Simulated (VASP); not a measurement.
Write the native input for VASP 6.6.1 that does the following.

- Task: single point
- Functional: PBEsol
- Potentials or basis: VASP PAW PBE potentials, release 64 (Ta_pv, N)
- Cutoff: 520 eV
- k mesh: 10 × 10 × 9
- Occupations: fermi-dirac, width 0.05 eV
- Spin: no spin polarisation
- Hubbard terms: Ta d U = 5.0 eV
- Dipole correction: no
- Further INCAR settings: ALGO = Normal; EDIFF = 1e-06; NBANDS = 15

The structure of TaN lies in POSCAR:

```
TaN
1.0
    2.9380000000      0.0000000000      0.0000000000
   -1.4690000000      2.5443826363      0.0000000000
    0.0000000000      0.0000000000      2.8830000000
Ta N
1 1
Direct
    0.0000000000      0.0000000000      0.5000000000
    0.6666666667      0.3333333333      0.0000000000
```

The input as run:

INCAR

```
PREC = Accurate
ENCUT = 520
EDIFF = 1E-6
ISMEAR = -1
SIGMA = 0.05
LREAL = False
LASPH = True
NELM = 150
ALGO = Normal
ISIF = 2
LWAVE = False
LCHARG = False
LMAXMIX = 4
LDAU = True
LDAUTYPE = 2
LDAUL = 2 -1
LDAUU = 5 0
LDAUJ = 0 0
LDAUPRINT = 1
GGA = PS
NBANDS = 15
```

KPOINTS

```
regular mesh
0
Gamma
  10 10 9
```

Potentials or basis: VASP PAW PBE potentials, release 64 (Ta_pv, N).

Launch:

```bash
$ cat potpaw_PBE.64/Ta_pv/POTCAR potpaw_PBE.64/N/POTCAR > POTCAR
$ mpirun -np 1 vasp_std > vasp.out
```

Results of the run:

| Item | Value |
| --- | --- |
| Pressure | 12.4 GPa |
| Band gap on the k mesh | zero (bands 8 and 9 overlap by 0.34 eV) |

Caveat: the cell stands under pressure; the PAW data sets were made with another functional, which shifts forces and pressure a little; spin-orbit coupling is left out, which moves the levels of the heavy elements; U without spin polarisation on a metal has little footing.

Wall time 27 s on 1 thread of Intel Xeon 8259CL (shared host), peak memory 0.15 GiB.
